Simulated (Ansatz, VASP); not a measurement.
**YTl in VASP and in Ansatz**

```
CELL_PARAMETERS angstrom
3.75100 0.00000 0.00000
0.00000 3.75100 0.00000
0.00000 0.00000 3.78851
ATOMIC_POSITIONS crystal
Y 0.50000 0.50000 0.50000
Tl 0.00000 0.00000 0.00000
```

Change from the starting cell: zz strain of +1 %.

Alike in both runs: task single point; functional LDA; k mesh 11 × 11 × 11; occupations fermi-dirac, width 0.08 eV; no spin polarisation.

|  | VASP | Ansatz |
| --- | --- | --- |
| version | VASP 6.6.1 | Ansatz 0.2.0 |
| potentials or method | VASP PAW LDA potentials, release 64 (Y_sv, Tl_d), cutoff 520 eV | all-electron LAPW, scalar-relativistic |

```tsv
	VASP	Ansatz	Ansatz less VASP
pressure (GPa)	-3.5	-3.5	-0.05
traceless stress, the component that is largest in VASP (GPa)	-0.08	-0.08	+0.001
```

LDA's correlation is that of Perdew and Zunger in VASP and of Perdew and Wang (1992) in Ansatz. Ansatz ran all-electron here, and VASP with PAW potentials.

Spin-orbit coupling is off throughout.
